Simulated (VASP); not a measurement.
# Sb (Im-3m) in VASP: notebook

The runs below take Sb through density of states, with PBEsol.

Everything below comes from runs of VASP 6.6.1. Logs are shortened: lines on timing, memory, paths and dates and some standing lists are left out, and cuts for length are marked.

### Step 1. The cell of the first run

Symmetry: Im-3m, No. 229, cubic system. The conventional cell has a = 2.858 Å, b = 2.858 Å, c = 2.858 Å, α = 90.00°, β = 90.00°, γ = 90.00°. Within 3.3 Å of Sb (site symmetry m-3m) lie 14 Sb at 2.48 to 2.86 Å.

### Step 2. Density of states, PBEsol (volume scaled by 0.45)

Input file POSCAR:

```
Sb
1.0
   -1.4290198677      1.4290198677      1.4290198677
    1.4290198677     -1.4290198677      1.4290198677
    1.4290198677      1.4290198677     -1.4290198677
Sb
1
Direct
    0.0000000000      0.0000000000      0.0000000000
```

Input file INCAR.step1:

```
SYSTEM = Sb
  ALGO = Normal
  EDIFF = 1E-6
  ENCUT = 520
  GGA = PS
  ISIF = 2
  ISMEAR = -1
  LASPH = .True.
  LCHARG = .True.
  LREAL = .False.
  LWAVE = .False.
  NBANDS = 8
  NELM = 100
  PREC = Accurate
  SIGMA = 0.05
```

Input file KPOINTS.step1:

```
k-points
0
Gamma
  16 16 16
  0 0 0
```

Input file INCAR.step2:

```
SYSTEM = Sb
  ALGO = Normal
  EDIFF = 1E-6
  ENCUT = 520
  GGA = PS
  ICHARG = 11
  ISIF = 2
  ISMEAR = -5
  LASPH = .True.
  LCHARG = .False.
  LORBIT = 11
  LREAL = .False.
  LWAVE = .False.
  NEDOS = 1001
  NELM = 100
  PREC = Accurate
  SIGMA = 0.05
```

Input file KPOINTS.step2:

```
k-points
0
Gamma
  24 24 24
  0 0 0
```

Potentials or basis: VASP PAW PBE potentials, release 64 (Sb).

Run with:

```bash
$ cat potpaw_PBE.64/Sb/POTCAR > POTCAR
$ cp INCAR.step1 INCAR
$ cp KPOINTS.step1 KPOINTS
$ mpirun -np 1 vasp_std > vasp.out
$ cp INCAR.step2 INCAR
$ cp KPOINTS.step2 KPOINTS
$ mpirun -np 1 vasp_std > vasp.out
```

OUTCAR:

```text
SYSTEM = Sb
   EDIFF = 1E-6
   ENCUT = 520
   GGA = PS
   ICHARG = 11
   ISIF = 2
   ISMEAR = -5
   LASPH = .True.
   LORBIT = 11
   LREAL = .False.
   NELM = 100
   PREC = Accurate

 ion  position               nearest neighbor table
   1  0.000  0.000  0.000-

  LATTYP: Found a body centered cubic cell.
 ALAT       =     2.8580397354

  Lattice vectors:

 A1 = (  -1.4290198677,   1.4290198677,   1.4290198677)
 A2 = (   1.4290198677,  -1.4290198677,   1.4290198677)
 A3 = (   1.4290198677,   1.4290198677,  -1.4290198677)

Analysis of symmetry for initial positions (statically):
=====================================================================
 Subroutine PRICEL returns:
 Original cell was already a primitive cell.

 Routine SETGRP: Setting up the symmetry group for a
 body centered cubic supercell.

 Subroutine GETGRP returns: Found 48 space group operations
 (whereof 48 operations were pure point group operations)
 out of a pool of 48 trial point group operations.

The static configuration has the point symmetry O_h .

Analysis of symmetry for dynamics (positions and initial velocities):
=====================================================================
 Subroutine PRICEL returns:
 Original cell was already a primitive cell.

 Routine SETGRP: Setting up the symmetry group for a
 body centered cubic supercell.

 Subroutine GETGRP returns: Found 48 space group operations
 (whereof 48 operations were pure point group operations)
 out of a pool of 48 trial point group operations.

The dynamic configuration has the point symmetry O_h .

 Subroutine INISYM returns: Found 48 space group operations
 (whereof 48 operations are pure point group operations),
 and found     1 'primitive' translations

----------------------------------------------------------------------------------------

                                     Primitive cell

  volume of cell :      11.6728

  direct lattice vectors                    reciprocal lattice vectors
    -1.429019868  1.429019868  1.429019868     0.000000000  0.349890167  0.349890167
     1.429019868 -1.429019868  1.429019868     0.349890167  0.000000000  0.349890167
     1.429019868  1.429019868 -1.429019868     0.349890167  0.349890167  0.000000000

  length of vectors
     2.475135016  2.475135016  2.475135016     0.494819419  0.494819419  0.494819419

  position of ions in fractional coordinates (direct lattice)
     0.000000000  0.000000000  0.000000000

  ion indices of the primitive-cell ions
   primitive index   ion index
                 1           1

----------------------------------------------------------------------------------------

 KPOINTS: k-points

Automatic generation of k-mesh.
 Grid dimensions read from file:
 generate k-points for:   24   24   24

 Generating k-lattice:

  Cartesian coordinates                     Fractional coordinates (reciprocal lattice)
     0.000000000  0.014578757  0.014578757     0.041666667  0.000000000  0.000000000
     0.014578757  0.000000000  0.014578757     0.000000000  0.041666667  0.000000000
     0.014578757  0.014578757  0.000000000     0.000000000  0.000000000  0.041666667

  Length of vectors
     0.020617476  0.020617476  0.020617476

  Shift w.r.t. Gamma in fractional coordinates (k-lattice)
     0.000000000  0.000000000  0.000000000

 TETIRR: Found  16469 inequivalent tetrahedra from    82944

 Subroutine IBZKPT returns following result:
 ===========================================

 Found    413 irreducible k-points:

 Following reciprocal coordinates:
            Coordinates               Weight
  0.000000  0.000000  0.000000      1.000000
  0.041667  0.000000  0.000000     12.000000
  0.083333  0.000000  0.000000     12.000000
  0.125000  0.000000  0.000000     12.000000
  0.166667  0.000000  0.000000     12.000000
  0.208333  0.000000  0.000000     12.000000
[... 16 lines left out ...]
  0.416667  0.041667  0.000000     48.000000
  0.458333  0.041667  0.000000     48.000000
 [... further k-points ...]
   k-points           NKPTS =    413   k-points in BZ     NKDIM =    413   number of bands    NBANDS=      6
   number of dos      NEDOS =   1001   number of ions     NIONS =      1
   total plane-waves  NPLWV =   5832
   dimension x,y,z NGX =    18 NGY =   18 NGZ =   18
   dimension x,y,z NGXF=    36 NGYF=   36 NGZF=   36
   ions per type =               1
   NGX,Y,Z   is equivalent  to a cutoff of  12.09, 12.09, 12.09 a.u.
   NGXF,Y,Z  is equivalent  to a cutoff of  24.18, 24.18, 24.18 a.u.
 SYSTEM =  Sb
   PREC   = accura    normal or accurate (medium, high low for compatibility)
   ISTART =      0    job   : 0-new  1-cont  2-samecut
   ICHARG =     11    charge: 1-file 2-atom 10-const
   ISPIN  =      1    spin polarized calculation?
   LNONCOLLINEAR =      F non collinear calculations
   LSORBIT =      F    spin-orbit coupling
   LASPH  =      T    aspherical Exc in radial PAW
   ENCUT  =  520.0 eV  38.22 Ry    6.18 a.u.   4.60  4.60  4.60*2*pi/ulx,y,z
   NELM   =    100;   NELMIN=  2; NELMDL=  0     # of ELM steps
   EDIFF  = 0.1E-05   stopping-criterion for ELM
   LREAL  =      F    real-space projection
   EDIFFG = 0.1E-04   stopping-criterion for IOM
   NSW    =      0    number of steps for IOM
   IBRION =     -1    ionic relax: 0-MD 1-quasi-New 2-CG
   NFREE  =      0    steps in history (QN), initial steepest desc. (CG)
   ISIF   =      2    stress and relaxation
   ISYM   =      2    0-nonsym 1-usesym 2-fastsym
   POTIM  = 0.5000    time-step for ionic-motion
   TEBEG  =    0.0;   TEEND  =   0.0 temperature during run
   PSTRESS=    0.0 pullay stress
   NELECT =       5.0000    total number of electrons
   NUPDOWN=      -1.0000    fix difference up-down
   EMIN   =  10.00;   EMAX   =-10.00  energy-range for DOS
   EFERMI =   0.00;   METHOD = LEGACY
   ISMEAR =    -5;   SIGMA  =   0.05  broadening in eV -4-tet -1-fermi 0-gaus
   EFERMI_NEDOS =   21; number of points for ismear=-14 and -15
   IALGO  =     38    algorithm
   IMIX   =      4    mixing-type and parameters
     AMIX     =   0.40;   BMIX     =  1.00
     AMIX_MAG =   1.60;   BMIX_MAG =  1.00
  volume/ion in A,a.u.               =      11.67        78.77
  Fermi-wavevector in a.u.,A,eV,Ry     =   1.234070  2.332055 20.720714  1.522930
  Thomas-Fermi vector in A             =   2.368775
   LORBIT       =     11    0 simple, 1 ext, 2 COOP (PROOUT), +10 PAW based schemes
   GGA     = PS    functional components
   LHFCALC =     F    Hartree Fock is set to
   AEXX    =    0.0000 exact exchange contribution
   IVDW    =     0    specifies the selected vdW correction
   LEPSILON=     F    determine dielectric tensor
   LRPA    =     F    only Hartree local field effects (RPA)
 non-spin polarized calculation
 Fermi weights with tetrahedron method with Bloechl corrections
  energy-cutoff  :      520.00
  volume of cell :       11.67
 maximum number of plane-waves:       329

 number of electron       5.0000001 magnetization

 Free energy of the ion-electron system (eV)
  ---------------------------------------------------
  ext. energy  EPLUGINS =         0.00000000
  ---------------------------------------------------
  free energy    TOTEN  =         3.13629500 eV

  energy without entropy =        3.13629500  energy(sigma->0) =        3.13629500

 E-fermi :  25.0203     XC(G=0): -14.3409

 val. band max:       25.0135581416   @ k =  -0.3750   0.3750   0.2083
 cond. band min:      24.9718953509   @ k =   0.1667   0.1667   0.0417
 fundamental gap:     -0.0416627906
 Fermi energy:        25.0203147558

 k-point     1 :       0.0000    0.0000    0.0000
  band No.  band energies     occupation
      1       1.4662      2.00000
      2      35.2557      0.00000
      3      35.2557      0.00000
      4      35.2557      0.00000
      5      39.0630      0.00000
      6      39.0630      0.00000

 k-point     2 :       0.0417    0.0000    0.0000
  band No.  band energies     occupation
      1       1.5390      2.00000
      2      34.8036      0.00000
      3      35.1717      0.00000
      4      35.1857      0.00000
      5      38.4532      0.00000
      6      38.5784      0.00000

 k-point     3 :       0.0833    0.0000    0.0000
  band No.  band energies     occupation
      1       1.7577      2.00000
      2      33.5734      0.00000
      3      34.9102      0.00000
      4      34.9612      0.00000
      5      37.3783      0.00000
      6      37.8257      0.00000

 k-point     4 :       0.1250    0.0000    0.0000
  band No.  band energies     occupation
      1       2.1235      2.00000
      2      31.8126      0.00000
      3      34.3371      0.00000
      4      34.6986      0.00000
      5      36.1978      0.00000
      6      37.1957      0.00000

 k-point     5 :       0.1667    0.0000    0.0000
  band No.  band energies     occupation
      1       2.6377      2.00000
      2      29.7378      0.00000
      3      33.5291      0.00000
      4      34.4344      0.00000
      5      34.9815      0.00000
      6      36.7148      0.00000
[... 136 lines left out ...]
 k-point    21 :       0.3333    0.0417    0.0000
  band No.  band energies     occupation
      1       6.8837      2.00000
      2      19.5282      2.00000
      3      29.3448      0.00000
      4      30.0609      0.00000
      5      33.9823      0.00000
      6      36.2544      0.00000

 k-point    22 :       0.3750    0.0417    0.0000
  band No.  band energies     occupation
      1       8.2271      2.00000
      2      17.3806      2.00000
      3      28.8223      0.00000
      4      29.4919      0.00000
      5      33.8730      0.00000
      6      36.1913      0.00000

 k-point    23 :       0.4167    0.0417    0.0000
  band No.  band energies     occupation
      1       9.6963      2.00000
      2      15.3651      2.00000
      3      28.4458      0.00000
      4      29.1185      0.00000
      5      33.8018      0.00000
      6      36.1609      0.00000

 k-point    24 :       0.4583    0.0417    0.0000
  band No.  band energies     occupation
      1      11.1637      2.00000
      2      13.6215      2.00000
      3      28.2482      0.00000
      4      28.9346      0.00000
      5      33.7667      0.00000
      6      36.1495      0.00000

 [... further k-points ...]

------------------------ aborting loop because EDIFF is reached ----------------------------------------

  FORCE on cell =-STRESS in cart. coord.  units (eV):
  Direction    XX          YY          ZZ          XY          YZ          ZX
  --------------------------------------------------------------------------------------
  -------------------------------------------------------------------------------------
  Total       26.3398922     26.3398922     26.3398922      0.0000000      0.0000000      0.0000000
  in kB     3615.3453053   3615.3453053   3615.3453053      0.0000000      0.0000000      0.0000000
  external PRESSURE =    3615.3453053 kB  Pullay stress =       0.0000000 kB

 VOLUME and BASIS-vectors are now :
 -----------------------------------------------------------------------------
  energy-cutoff  :      520.00
  volume of cell :       11.67
      direct lattice vectors                 reciprocal lattice vectors
    -1.429019868  1.429019868  1.429019868     0.000000000  0.349890167  0.349890167
     1.429019868 -1.429019868  1.429019868     0.349890167  0.000000000  0.349890167
     1.429019868  1.429019868 -1.429019868     0.349890167  0.349890167  0.000000000

 POSITION                                       TOTAL-FORCE (eV/Angst)
 -----------------------------------------------------------------------------------
      0.00000      0.00000      0.00000        -0.000000      0.000000      0.000000
 -----------------------------------------------------------------------------------
    total drift:                                0.000000      0.000000      0.000000

  FREE ENERGIE OF THE ION-ELECTRON SYSTEM (eV)
  ---------------------------------------------------
  free  energy   TOTEN  =         3.1362949957 eV

  energy  without entropy=        3.1362949957  energy(sigma->0) =        3.13629500

 total charge

# of ion       s       p       d       tot
------------------------------------------
    1        1.279   1.778   0.327   3.384
```

Wall time 14 s (1 thread of Intel Xeon 6975P-C (Granite Rapids), shared host); peak memory 0.15 GiB.

Results:

* Valence electrons inside the program's atomic spheres: Sb 3.38

Levels at points of the mesh, in eV from the Fermi level:
```
           k point  band 1  band 2  band 3  band 4  band 5  band 6
(0.00, 0.00, 0.00)  -23.55   10.24   10.24   10.24   14.04   14.04
(0.50, 0.00, 0.00)  -13.55  -11.85    3.77    3.98    8.42   10.76
(0.50, 0.50, 0.50)   -5.27   -5.27   -5.27    0.91    1.01    1.01
```

Caveat: the PAW data sets were made with another functional, which shifts forces and pressure a little; spin-orbit coupling is left out, which moves the levels of the heavy elements; tetrahedron occupations give inexact forces and stress in metals.

(Part 1 of 2 ends here.)
